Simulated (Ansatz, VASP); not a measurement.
## Cu3N in VASP and in Ansatz

```
Cu N
1.0
     3.78757    0.00000    0.00000
     0.00000    3.78757    0.00000
     0.00000    0.00000    3.78757
Cu N
3 1
Direct
  0.50000 0.00000 0.00000
  0.00000 0.50000 0.00000
  0.00000 0.00000 0.50000
  0.00000 0.00000 0.00000
```

Alike in both runs: task single point; functional r2SCAN; k mesh 10 × 10 × 10; occupations gaussian, width 0.05 eV; no spin polarisation.

|  | VASP | Ansatz |
| --- | --- | --- |
| version | VASP 6.6.1 | Ansatz 0.2.0 |
| potentials or method | VASP PAW PBE potentials, release 64 (Cu, N), cutoff 660 eV | scalar-relativistic, plane waves, PAW |
| valence electrons in the cell | 38 | 62 |

|  | VASP | Ansatz | Ansatz less VASP |
| --- | --- | --- | --- |
| gap on the k mesh at the Fermi level (eV) | 0.25 | 0.23 | -0.019 |
| least direct gap on the mesh (eV) | 0.84 | 0.82 | -0.025 |
| pressure (GPa) | 0.6 | 0.0 | -0.62 |

VASP's potentials were made for PBE, not for r2SCAN. The functional is the same, so the differences come from potentials, cutoffs and numerics. VASP's potentials hold 38 valence electrons a cell and Ansatz's 62, so a difference there can come from the potentials and not from the codes.
